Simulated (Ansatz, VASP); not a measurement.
Ge2Sb2Te5: VASP beside Ansatz

```xyz
9
Lattice="-4.2638 0.0000 0.0000 -2.1319 -3.6926 0.0000 0.0000 0.0000 18.3157" Properties=species:S:1:pos:R:3 pbc="T T T"
Ge    0.0000    0.0000   15.0322
Ge   -6.3957   -3.6926    3.0336
Sb   -2.1319   -1.2309   11.0609
Sb   -4.2638   -2.4617    7.0048
Te   -6.3957   -3.6926    9.0329
Te   -2.1319   -1.2309    5.2584
Te   -4.2638   -2.4617   12.8073
Te   -2.1319   -1.2309   16.4471
Te   -4.2638   -2.4617    1.6186
```

Alike in both runs: task single point; functional PBE; k mesh 11 × 11 × 3; occupations gaussian, width 0.15 eV; no spin polarisation.

|  | VASP | Ansatz |
| --- | --- | --- |
| version | VASP 6.6.1 | Ansatz 0.2.0 |
| potentials or method | VASP PAW PBE potentials, release 64 (Ge_d, Sb, Te), cutoff 520 eV | scalar-relativistic, plane waves, PAW |
| valence electrons in the cell | 68 | 138 |

```csv
,VASP,Ansatz,Ansatz less VASP
gap on the k mesh at the Fermi level (eV),0.09,0.09,+0.008
least direct gap on the mesh (eV),0.13,0.13,0.000
pressure (GPa),-0.1,-0.1,0.00
"traceless stress, the component that is largest in VASP (GPa)",0.05,0.05,+0.001
rms of the force components (eV/Å),0.009,0.004,-0.0051
```

Atom by atom the forces differ by 0.009 eV/Å (rms over components). VASP's potentials hold 68 valence electrons a cell and Ansatz's 138, so a difference there can come from the potentials and not from the codes.

Spin-orbit coupling is off throughout.
